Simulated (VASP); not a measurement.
# HgTe (rocksalt type) (Fm-3m) in VASP: further runs

HgTe (rocksalt type) is run at these levels: PBE; tasks: single point.

Program: VASP 6.6.1. These are calculated values, not measurements. Logs are shortened: lines on timing, memory, paths and dates and some standing lists are left out, and cuts for length are marked.

## 1. The cell of the first run

It takes space group Fm-3m (No. 225, cubic). The conventional cell has a = 5.998 Å, b = 5.998 Å, c = 5.998 Å, α = 90.00°, β = 90.00°, γ = 90.00°. Hg (site symmetry m-3m) has 6 Te at 3.00 Å within 3.9 Å. Within 3.9 Å of Te (site symmetry m-3m) lie 6 Hg at 3.00 Å.

## 2. Single point, PBE (volume scaled by 0.93, to set the pressure)

INCAR reads:

```
ALGO = Normal
EDIFF = 1E-6
ENCUT = 500
GGA = PE
GGA_COMPAT = False
ISIF = 2
ISMEAR = -1
LASPH = True
LCHARG = False
LREAL = False
LWAVE = False
NBANDS = 16
NELM = 120
PREC = Accurate
SIGMA = 0.08
```

KPOINTS reads:

```
k-points
0
Gamma
  12 12 12
```

POSCAR reads:

```
HgTe
1.0
    0.0000000000      2.9992470231      2.9992470231
    2.9992470231      0.0000000000      2.9992470231
    2.9992470231      2.9992470231      0.0000000000
Hg Te
1 1
Direct
    0.0000000000      0.0000000000      0.0000000000
    0.5000000000      0.5000000000      0.5000000000
```

Potentials or basis: VASP PAW PBE potentials, release 64 (Hg, Te).

The run is started by

```
$ cat potpaw_PBE.64/Hg/POTCAR potpaw_PBE.64/Te/POTCAR > POTCAR
$ mpirun -np 1 vasp_std > vasp.out
```

OUTCAR:

```text
EDIFF = 1E-6
   ENCUT = 500
   GGA = PE
   ISIF = 2
   ISMEAR = -1
   LASPH = True
   LREAL = False
   NELM = 120
   PREC = Accurate

 ion  position               nearest neighbor table
   1  0.000  0.000  0.000-   2 3.00   2 3.00   2 3.00   2 3.00   2 3.00   2 3.00
   2  0.500  0.500  0.500-   1 3.00   1 3.00   1 3.00   1 3.00   1 3.00   1 3.00

  LATTYP: Found a face centered cubic cell.
 ALAT       =     5.9984940462

  Lattice vectors:

 A1 = (   0.0000000000,   2.9992470231,   2.9992470231)
 A2 = (   2.9992470231,   0.0000000000,   2.9992470231)
 A3 = (   2.9992470231,   2.9992470231,   0.0000000000)

Analysis of symmetry for initial positions (statically):
=====================================================================
 Subroutine PRICEL returns:
 Original cell was already a primitive cell.

 Routine SETGRP: Setting up the symmetry group for a
 face centered cubic supercell.

 Subroutine GETGRP returns: Found 48 space group operations
 (whereof 48 operations were pure point group operations)
 out of a pool of 48 trial point group operations.

The static configuration has the point symmetry O_h .

Analysis of symmetry for dynamics (positions and initial velocities):
=====================================================================
 Subroutine PRICEL returns:
 Original cell was already a primitive cell.

 Routine SETGRP: Setting up the symmetry group for a
 face centered cubic supercell.

 Subroutine GETGRP returns: Found 48 space group operations
 (whereof 48 operations were pure point group operations)
 out of a pool of 48 trial point group operations.

The dynamic configuration has the point symmetry O_h .

 Subroutine INISYM returns: Found 48 space group operations
 (whereof 48 operations are pure point group operations),
 and found     1 'primitive' translations

----------------------------------------------------------------------------------------

                                     Primitive cell

  volume of cell :      53.9593

  direct lattice vectors                    reciprocal lattice vectors
     0.000000000  2.999247023  2.999247023    -0.166708509  0.166708509  0.166708509
     2.999247023  0.000000000  2.999247023     0.166708509 -0.166708509  0.166708509
     2.999247023  2.999247023  0.000000000     0.166708509  0.166708509 -0.166708509

  length of vectors
     4.241575817  4.241575817  4.241575817     0.288747608  0.288747608  0.288747608

  position of ions in fractional coordinates (direct lattice)
     0.000000000  0.000000000  0.000000000
     0.500000000  0.500000000  0.500000000

  ion indices of the primitive-cell ions
   primitive index   ion index
                 1           1
                 2           2

----------------------------------------------------------------------------------------

 KPOINTS: k-points

Automatic generation of k-mesh.
 Grid dimensions read from file:
 generate k-points for:   12   12   12

 Generating k-lattice:

  Cartesian coordinates                     Fractional coordinates (reciprocal lattice)
    -0.013892376  0.013892376  0.013892376     0.083333333  0.000000000  0.000000000
     0.013892376 -0.013892376  0.013892376     0.000000000  0.083333333  0.000000000
     0.013892376  0.013892376 -0.013892376     0.000000000  0.000000000  0.083333333

  Length of vectors
     0.024062301  0.024062301  0.024062301

  Shift w.r.t. Gamma in fractional coordinates (k-lattice)
     0.000000000  0.000000000  0.000000000

 Subroutine IBZKPT returns following result:
 ===========================================

 Found     72 irreducible k-points:

 Following reciprocal coordinates:
            Coordinates               Weight
  0.000000  0.000000  0.000000      1.000000
  0.083333  0.000000  0.000000      8.000000
  0.166667  0.000000  0.000000      8.000000
  0.250000  0.000000  0.000000      8.000000
  0.333333  0.000000  0.000000      8.000000
  0.416667  0.000000  0.000000      8.000000
[... 16 lines left out ...]
  0.500000  0.166667  0.000000     24.000000
 -0.416667  0.166667  0.000000     24.000000
 [... further k-points ...]
   k-points           NKPTS =     72   k-points in BZ     NKDIM =     72   number of bands    NBANDS=     16
   number of dos      NEDOS =    301   number of ions     NIONS =      2
   total plane-waves  NPLWV =  32768
   dimension x,y,z NGX =    32 NGY =   32 NGZ =   32
   dimension x,y,z NGXF=    64 NGYF=   64 NGZF=   64
   ions per type =               1   1
   NGX,Y,Z   is equivalent  to a cutoff of  12.54, 12.54, 12.54 a.u.
   NGXF,Y,Z  is equivalent  to a cutoff of  25.08, 25.08, 25.08 a.u.
 SYSTEM =  unknown system
   PREC   = accura    normal or accurate (medium, high low for compatibility)
   ISTART =      0    job   : 0-new  1-cont  2-samecut
   ICHARG =      2    charge: 1-file 2-atom 10-const
   ISPIN  =      1    spin polarized calculation?
   LNONCOLLINEAR =      F non collinear calculations
   LSORBIT =      F    spin-orbit coupling
   LASPH  =      T    aspherical Exc in radial PAW
   ENCUT  =  500.0 eV  36.75 Ry    6.06 a.u.   7.73  7.73  7.73*2*pi/ulx,y,z
   NELM   =    120;   NELMIN=  2; NELMDL= -5     # of ELM steps
   EDIFF  = 0.1E-05   stopping-criterion for ELM
   LREAL  =      F    real-space projection
   EDIFFG = 0.1E-04   stopping-criterion for IOM
   NSW    =      0    number of steps for IOM
   IBRION =     -1    ionic relax: 0-MD 1-quasi-New 2-CG
   NFREE  =      0    steps in history (QN), initial steepest desc. (CG)
   ISIF   =      2    stress and relaxation
   ISYM   =      2    0-nonsym 1-usesym 2-fastsym
   POTIM  = 0.5000    time-step for ionic-motion
   TEBEG  =    0.0;   TEEND  =   0.0 temperature during run
   PSTRESS=    0.0 pullay stress
   NELECT =      18.0000    total number of electrons
   NUPDOWN=      -1.0000    fix difference up-down
   EMIN   =  10.00;   EMAX   =-10.00  energy-range for DOS
   EFERMI =   0.00;   METHOD = LEGACY
   ISMEAR =    -1;   SIGMA  =   0.08  broadening in eV -4-tet -1-fermi 0-gaus
   EFERMI_NEDOS =   21; number of points for ismear=-14 and -15
   IALGO  =     38    algorithm
   IMIX   =      4    mixing-type and parameters
     AMIX     =   0.40;   BMIX     =  1.00
     AMIX_MAG =   1.60;   BMIX_MAG =  1.00
  volume/ion in A,a.u.               =      26.98       182.07
[... 30 lines left out ...]
 Fermi energy:         4.9585598039

 k-point     1 :       0.0000    0.0000    0.0000
  band No.  band energies     occupation
      1      -7.4243      2.00000
      2      -1.9309      2.00000
      3      -1.9309      2.00000
      4      -1.8696      2.00000
      5      -1.8696      2.00000
      6      -1.8696      2.00000
[... 8 lines left out ...]
     15      12.8662      0.00000
     16      12.8662      0.00000

 k-point     2 :       0.0833    0.0000    0.0000
  band No.  band energies     occupation
      1      -7.3580      2.00000
      2      -1.9567      2.00000
      3      -1.9567      2.00000
      4      -1.8789      2.00000
      5      -1.8600      2.00000
      6      -1.8600      2.00000
[... 8 lines left out ...]
     15      12.9811      0.00000
     16      12.9811      0.00000

 k-point     3 :       0.1667    0.0000    0.0000
  band No.  band energies     occupation
      1      -7.1649      2.00000
      2      -2.0317      2.00000
      3      -2.0317      2.00000
      4      -1.9118      2.00000
      5      -1.8269      2.00000
      6      -1.8269      2.00000
[... 8 lines left out ...]
     15      13.3207      0.00000
     16      13.3207      0.00000

 k-point     4 :       0.2500    0.0000    0.0000
  band No.  band energies     occupation
      1      -6.8658      2.00000
      2      -2.1320      2.00000
      3      -2.1320      2.00000
      4      -1.9867      2.00000
      5      -1.7784      2.00000
      6      -1.7784      2.00000
[... 8 lines left out ...]
     15      13.8780      0.00000
     16      13.8780      0.00000

 k-point     5 :       0.3333    0.0000    0.0000
  band No.  band energies     occupation
      1      -6.5072      2.00000
      2      -2.2281      2.00000
      3      -2.2281      2.00000
      4      -2.1380      2.00000
      5      -1.7285      2.00000
      6      -1.7285      2.00000
[... 8 lines left out ...]
     15      14.6273      0.00000
     16      14.6273      0.00000

 k-point     6 :       0.4167    0.0000    0.0000
  band No.  band energies     occupation
      1      -6.1835      2.00000
      2      -2.3588      2.00000
      3      -2.2959      2.00000
      4      -2.2959      2.00000
      5      -1.6913      2.00000
      6      -1.6913      2.00000
[... 8 lines left out ...]
     15      15.4768      0.00000
     16      15.4768      0.00000

 k-point     7 :       0.5000    0.0000    0.0000
  band No.  band energies     occupation
      1      -6.0446      2.00000
      2      -2.4800      2.00000
      3      -2.3202      2.00000
      4      -2.3202      2.00000
      5      -1.6776      2.00000
      6      -1.6776      2.00000
[... 8 lines left out ...]
     15      15.9891      0.00000
     16      15.9891      0.00000

 k-point     8 :       0.0833    0.0833    0.0000
  band No.  band energies     occupation
      1      -7.3370      2.00000
      2      -2.0000      2.00000
      3      -1.9236      2.00000
      4      -1.8804      2.00000
      5      -1.8596      2.00000
      6      -1.8596      2.00000
[... 8 lines left out ...]
     15      13.7048      0.00000
     16      13.7048      0.00000

 k-point     9 :       0.1667    0.0833    0.0000
  band No.  band energies     occupation
      1      -7.1896      2.00000
      2      -2.0811      2.00000
      3      -1.9545      2.00000
      4      -1.8994      2.00000
      5      -1.8405      2.00000
      6      -1.8286      2.00000
[... 8 lines left out ...]
     15      13.7159      0.00000
     16      14.0321      0.00000
[... 172 lines left out ...]
 k-point    19 :       0.1667    0.1667    0.0000
  band No.  band energies     occupation
      1      -7.0973      2.00000
      2      -2.1576      2.00000
      3      -1.9098      2.00000
      4      -1.9036      2.00000
      5      -1.8270      2.00000
      6      -1.8270      2.00000
[... 8 lines left out ...]
     15      14.9211      0.00000
     16      14.9211      0.00000

 k-point    20 :       0.2500    0.1667    0.0000
  band No.  band energies     occupation
      1      -6.8998      2.00000
      2      -2.2308      2.00000
      3      -1.9391      2.00000
      4      -1.9322      2.00000
      5      -1.7986      2.00000
      6      -1.7770      2.00000
[... 8 lines left out ...]
     15      15.0091      0.00000
     16      15.2417      0.00000

 k-point    21 :       0.3333    0.1667    0.0000
  band No.  band energies     occupation
      1      -6.6273      2.00000
      2      -2.2761      2.00000
      3      -2.0250      2.00000
      4      -1.9682      2.00000
      5      -1.7602      2.00000
      6      -1.7174      2.00000
[... 8 lines left out ...]
     15      15.2563      0.00000
     16      15.6860      0.00000

 k-point    22 :       0.4167    0.1667    0.0000
  band No.  band energies     occupation
      1      -6.3365      2.00000
      2      -2.2757      2.00000
      3      -2.1241      2.00000
      4      -2.0347      2.00000
      5      -1.7155      2.00000
      6      -1.6758      2.00000
[... 8 lines left out ...]
     15      16.0523      0.00000
     16      16.3002      0.00000

 k-point    23 :       0.5000    0.1667    0.0000
  band No.  band energies     occupation
      1      -6.1177      2.00000
      2      -2.2555      2.00000
      3      -2.2108      2.00000
      4      -2.1141      2.00000
      5      -1.6739      2.00000
      6      -1.6618      2.00000
[... 8 lines left out ...]
     15      16.1989      0.00000
     16      16.6903      0.00000

 k-point    24 :      -0.4167    0.1667    0.0000
  band No.  band energies     occupation
      1      -6.0700      2.00000
      2      -2.3240      2.00000
      3      -2.2663      2.00000
      4      -2.0689      2.00000
      5      -1.6760      2.00000
      6      -1.6491      2.00000
[... 8 lines left out ...]
     15      15.2361      0.00000
     16      15.8434      0.00000

 [... further k-points ...]
[... 5 lines left out ...]
  --------------------------------------------------------------------------------------
  -------------------------------------------------------------------------------------
  Total        1.4173621      1.4173621      1.4173621     -0.0000000      0.0000000     -0.0000000
  in kB       42.0847454     42.0847454     42.0847454     -0.0000000      0.0000000     -0.0000000
  external PRESSURE =      42.0847454 kB  Pullay stress =       0.0000000 kB

 VOLUME and BASIS-vectors are now :
 -----------------------------------------------------------------------------
  energy-cutoff  :      500.00
  volume of cell :       53.96
      direct lattice vectors                 reciprocal lattice vectors
     0.000000000  2.999247023  2.999247023    -0.166708509  0.166708509  0.166708509
     2.999247023  0.000000000  2.999247023     0.166708509 -0.166708509  0.166708509
     2.999247023  2.999247023  0.000000000     0.166708509  0.166708509 -0.166708509

 POSITION                                       TOTAL-FORCE (eV/Angst)
 -----------------------------------------------------------------------------------
      0.00000      0.00000      0.00000         0.000000      0.000000      0.000000
      2.99925      2.99925      2.99925         0.000000      0.000000     -0.000000
 -----------------------------------------------------------------------------------
    total drift:                                0.000000     -0.000000     -0.000000

  FREE ENERGIE OF THE ION-ELECTRON SYSTEM (eV)
  ---------------------------------------------------
  free  energy   TOTEN  =        -3.3038650936 eV

  energy  without entropy=       -3.2790138114  energy(sigma->0) =       -3.29143945
```

Run time: 46 s. Hardware: 1 thread of Intel Xeon 8259CL, shared host; peak memory 0.21 GiB.

What came out:

* Free energy: -3.3039 eV
* Pressure: 4.2 GPa
* Band gap on the k mesh: zero (band 9 reaches 5.30 eV, above the bottom of band 10 at 2.50 eV)

Levels at points of the mesh, in eV from the Fermi level:
```csv
k point,band 7,band 8,band 9,band 10,band 11,band 12
"(0.00, 0.00, 0.00)",-0.76,-0.76,-0.76,-0.73,7.68,7.68
"(0.50, 0.00, 0.00)",-5.71,0.34,0.34,2.59,3.90,3.90
"(0.50, 0.50, 0.00)",-4.59,-2.81,-2.46,-2.46,4.79,9.45
```

Caveat: the cell differs from its parent crystal (volume scaled by 0.93, to set the pressure); spin-orbit coupling is left out, which moves the levels of the heavy elements.

## 3. Single point, PBE

INCAR reads:

```
SYSTEM = HgTe
  PREC = Accurate
  ENCUT = 520
  EDIFF = 1E-6
  ISMEAR = -1
  SIGMA = 0.08
  LREAL = .False.
  LASPH = .True.
  NELM = 80
  ALGO = Normal
  ISIF = 2
  LWAVE = .False.
  LCHARG = .True.
  GGA = PE
  LELF = .True.
  LVHAR = .True.
  NBANDS = 16
```

KPOINTS reads:

```
regular mesh
0
Gamma
  12 12 12
  0 0 0
```

POSCAR reads:

```
HgTe
1.0
    0.0000000000      2.9999517941      2.9999517941
    2.9999517941      0.0000000000      2.9999517941
    2.9999517941      2.9999517941      0.0000000000
Hg Te
1 1
Direct
    0.0000000000      0.0000000000      0.0000000000
    0.5000000000      0.5000000000      0.5000000000
```

Potentials or basis: VASP PAW PBE potentials, release 64 (Hg, Te).

The run is started by

```
$ cat potpaw_PBE.64/Hg/POTCAR potpaw_PBE.64/Te/POTCAR > POTCAR
$ mpirun -np 1 vasp_std > vasp.out
```

Run time: 28 s. Hardware: 1 thread of Intel Xeon Platinum 8488C (Sapphire Rapids), shared host; peak memory 0.21 GiB.

The run converged. Its results:

- Free energy: -3.3048 eV
- Pressure: 4.2 GPa
- Band gap on the k mesh: zero (band 9 reaches 5.29 eV, above the bottom of band 10 at 2.50 eV)

Levels at points of the mesh, in eV from the Fermi level:
| k point | band 7 | band 8 | band 9 | band 10 | band 11 | band 12 |
| --- | --- | --- | --- | --- | --- | --- |
| (0.00, 0.00, 0.00) | -0.76 | -0.76 | -0.76 | -0.73 | 7.68 | 7.68 |
| (0.50, 0.00, 0.00) | -5.71 | 0.34 | 0.34 | 2.59 | 3.90 | 3.90 |
| (0.50, 0.50, 0.00) | -4.58 | -2.81 | -2.45 | -2.45 | 4.79 | 9.45 |

Caveat: spin-orbit coupling is left out, which moves the levels of the heavy elements.

## 4. Single point, PBE

INCAR reads:

```
PREC = Accurate
ENCUT = 520
EDIFF = 1E-6
ISMEAR = -1
SIGMA = 0.08
LREAL = False
LASPH = True
NELM = 100
ALGO = Normal
ISIF = 2
LWAVE = False
LCHARG = True
GGA = PE
LELF = True
LVHAR = True
NBANDS = 16
```

KPOINTS reads:

```
regular mesh
0
Gamma
  12 12 12
```

POSCAR is that of step 3.

The run is started by

```
$ cat potpaw_PBE.64/Hg/POTCAR potpaw_PBE.64/Te/POTCAR > POTCAR
$ mpirun -np 1 vasp_std > vasp.out
```

Wall time 28 s (1 thread of Intel Xeon Platinum 8488C (Sapphire Rapids), shared host); peak memory 0.21 GiB.

It converged, with:

- Free energy: -3.3048 eV
- Pressure: 4.2 GPa
- Band gap on the k mesh: zero (band 9 reaches 5.29 eV, above the bottom of band 10 at 2.50 eV)

Levels at points of the mesh, in eV from the Fermi level:
| k point | band 5 | band 6 | band 7 | band 8 | band 9 | band 10 | band 11 | band 12 | band 13 | band 14 |
| --- | --- | --- | --- | --- | --- | --- | --- | --- | --- | --- |
| (0.00, 0.00, 0.00) | -6.83 | -6.83 | -0.76 | -0.76 | -0.76 | -0.73 | 7.68 | 7.68 | 7.68 | 7.91 |
| (0.50, 0.00, 0.00) | -6.63 | -6.63 | -5.71 | 0.34 | 0.34 | 2.59 | 3.90 | 3.90 | 3.95 | 10.57 |
| (0.50, 0.50, 0.00) | -6.55 | -5.87 | -4.58 | -2.81 | -2.45 | -2.45 | 4.79 | 9.45 | 9.45 | 10.03 |

Caveat: spin-orbit coupling is left out, which moves the levels of the heavy elements.

## 5. Single point, PBE

This run uses another cell than the first one, of 29.01 Å³/atom, 1.075 times its volume.

INCAR reads:

```
SYSTEM = HgTe
ALGO = Normal ; EDIFF = 1E-6
ENCUT = 520 ; GGA = PE
ISIF = 2 ; ISMEAR = -1
LASPH = .True. ; LCHARG = .False.
LREAL = .False. ; LWAVE = .False.
NBANDS = 16 ; NELM = 80
PREC = Accurate ; SIGMA = 0.08
```

KPOINTS reads:

```
k-points
0
Gamma
  12 12 12
  0 0 0
```

POSCAR reads:

```
HgTe
1.0
    0.0000000000      3.0726841508      3.0726841508
    3.0726841508      0.0000000000      3.0726841508
    3.0726841508      3.0726841508      0.0000000000
Hg Te
1 1
Direct
    0.0000000000      0.0000000000      0.0000000000
    0.5000000000      0.5000000000      0.5000000000
```

The run is started by

```
$ cat potpaw_PBE.64/Hg/POTCAR potpaw_PBE.64/Te/POTCAR > POTCAR
$ mpirun -np 1 vasp_std > vasp.out
```

Wall time 27 s (1 thread of Intel Xeon Platinum 8488C (Sapphire Rapids), shared host); peak memory 0.21 GiB.

Results (log left out):

```yaml
Free_energy: -3.3554 eV
Pressure: 0.1 GPa
Band_gap_on_the_k_mesh: zero (band 9 reaches 4.40 eV, above the bottom of band 10 at 1.97 eV)
```

Levels at points of the mesh, in eV from the Fermi level:
| k point | band 5 | band 6 | band 7 | band 8 | band 9 | band 10 | band 11 | band 12 | band 13 | band 14 |
| --- | --- | --- | --- | --- | --- | --- | --- | --- | --- | --- |
| (0.00, 0.00, 0.00) | -6.55 | -6.55 | -1.03 | -0.65 | -0.65 | -0.65 | 7.64 | 7.64 | 7.64 | 7.74 |
| (0.50, 0.00, 0.00) | -6.39 | -6.39 | -5.40 | 0.26 | 0.26 | 2.68 | 3.58 | 4.01 | 4.01 | 10.31 |
| (0.50, 0.50, 0.00) | -6.32 | -5.78 | -4.09 | -2.70 | -2.16 | -2.16 | 4.90 | 9.05 | 9.05 | 9.53 |

Caveat: spin-orbit coupling is left out, which moves the levels of the heavy elements.

## 6. The runs side by side

```csv
cell,cutoff (eV),gap on the mesh (eV),pressure (GPa)
"a = 4.242 Å, angles 60.0°, 2 atoms",500,none,4.2
"a = 4.243 Å, angles 60.0°, 2 atoms",520,none,4.2
"a = 4.345 Å, angles 60.0°, 2 atoms",520,none,0.1
```

Alike in all rows: task single point; level PBE; potentials or basis VASP PAW PBE potentials, release 64 (Hg, Te); no spin polarisation; k mesh 12 × 12 × 12; smearing fermi-dirac 0.08 eV.

Caveats: spin-orbit coupling is left out, which moves the levels of the heavy elements.

Absolute energies hang on the potentials; compare differences alone.
